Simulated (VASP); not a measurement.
## BN: single point with PBEsol

BN:

```
B N
1.0
     2.47895    0.00000    0.00000
    -1.23948    2.14684    0.00000
     0.00000    0.00000    6.66120
B N
2 2
Direct
  0.33333 0.66667 0.25000
  0.66667 0.33333 0.75000
  0.33333 0.66667 0.75000
  0.66667 0.33333 0.25000
```

This cell differs from its parent crystal: equal xx and yy strain of -1 %.

```
Program                : VASP 6.6.1
Task                   : single point
Functional             : PBEsol
Potentials or basis    : VASP PAW PBE potentials, release 64 (B, N)
Cutoff                 : 520 eV
k mesh                 : 11 × 11 × 4
Occupations            : fermi-dirac, width 0.02 eV
Spin                   : no spin polarisation
Dipole correction      : no
Further INCAR settings : ALGO = Normal; EDIFF = 1e-07; NBANDS = 16
```

```json
{"Pressure": "8.3 GPa", "Band gap on the k mesh": "4.28 eV, indirect (least direct gap 4.68 eV)"}
```

Stress tensor (GPa, compression positive):
```
12.11  0.00  0.00
 0.00 12.11  0.00
 0.00  0.00  0.75
```

Levels at points of the mesh, in eV from the valence-band top:
```
           k point  band 4  band 5  band 6  band 7  band 8  band 9  band 10  band 11  band 12  band 13
(0.00, 0.00, 0.00)   -4.33   -1.30   -1.30   -1.26   -1.26    5.00    10.20    11.73    11.73    11.85
(0.00, 0.00, 0.50)   -5.52   -1.28   -1.28   -1.28   -1.28    7.42     7.42    11.79    11.79    11.79
```

It took 32 s on 1 thread of Intel Xeon 8259CL, on a shared host, peak memory 0.15 GiB.

Caveat: the cell differs from its parent crystal (equal xx and yy strain of -1 %); the PAW data sets were made with another functional, which shifts forces and pressure a little; this functional lacks dispersion, which binds the layers, so the pressure and a relaxed spacing across them are unreliable. A k mesh can miss the band edges.
